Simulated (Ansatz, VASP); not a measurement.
**One calculation of Be3Cd2O3, two programs**

```
Be Cd O
1.0
     2.57141    1.48460    4.87743
    -2.57141    1.48460    4.87743
     0.00000   -2.96920    4.87743
Be Cd O
3 2 3
Direct
  0.50000 0.50000 0.50000
  0.32570 0.32570 0.32570
  0.67430 0.67430 0.67430
  0.11317 0.11317 0.11317
  0.88683 0.88683 0.88683
  0.50000 0.50000 0.00000
  0.00000 0.50000 0.50000
  0.50000 0.00000 0.50000
```

Alike in both runs: functional PBE; k mesh 4 × 4 × 4; occupations gaussian, width 0.2 eV; no spin polarisation.

Ansatz relaxed the structure, and its values are those at the end. VASP's run is a single point on that final structure, the one shown.

|  | VASP | Ansatz |
| --- | --- | --- |
| version | VASP 6.6.1 | Ansatz 0.2.0 |
| potentials or method | VASP PAW PBE potentials, release 64 (Be, Cd, O), cutoff 600 eV | scalar-relativistic, plane waves, PAW |
| valence electrons in the cell | 48 | 64 |

```csv
,VASP,Ansatz,Ansatz less VASP
gap on the k mesh at the Fermi level (eV),none,none,-
pressure (GPa),-0.1,0.1,+0.16
rms of the force components (eV/Å),0.009,0.007,-0.0017
```

A gap of «none» marks a metal or a gap that the smearing closes. VASP's potentials hold 48 valence electrons a cell and Ansatz's 64, so a difference there can come from the potentials and not from the codes.

The k mesh is coarse, so the values compare programs but aren't converged.
